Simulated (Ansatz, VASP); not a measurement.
# Be: VASP beside Ansatz

```
Be
1.0
    -2.09414    2.09414    1.05603
     2.09414   -2.09414    1.05603
     2.09414    2.09414   -1.05603
Be
2
Direct
  0.00000 0.00000 0.00000
  0.75000 0.25000 0.50000
```

Alike in both runs: task relaxation of cell and atoms; functional PBEsol; k mesh 28 × 28 × 28; occupations gaussian, width 0.1 eV; no spin polarisation.

```csv
,VASP,Ansatz
version,VASP 6.6.1,Ansatz 0.2.0
potentials or method,"VASP PAW PBE potentials, release 64 (Be), cutoff 600 eV","scalar-relativistic, plane waves, PAW"
valence electrons in the cell,4,4
```

Ansatz gave:

```
gap on the k mesh at the Fermi level, each at its own relaxed structure (eV) : none
relaxed volume (Å³/atom)                                                     : 9.29
relaxed cell length with the largest relative difference (Å)                 : 3.150
```

Question: What did VASP give for the same quantities?

Answer: gap on the k mesh at the Fermi level, each at its own relaxed structure (eV): none; relaxed volume (Å³/atom): 9.32; relaxed cell length with the largest relative difference (Å): 3.153.

VASP's potentials were made for PBE, not for PBEsol. A gap of «none» marks a metal or a gap that the smearing closes.
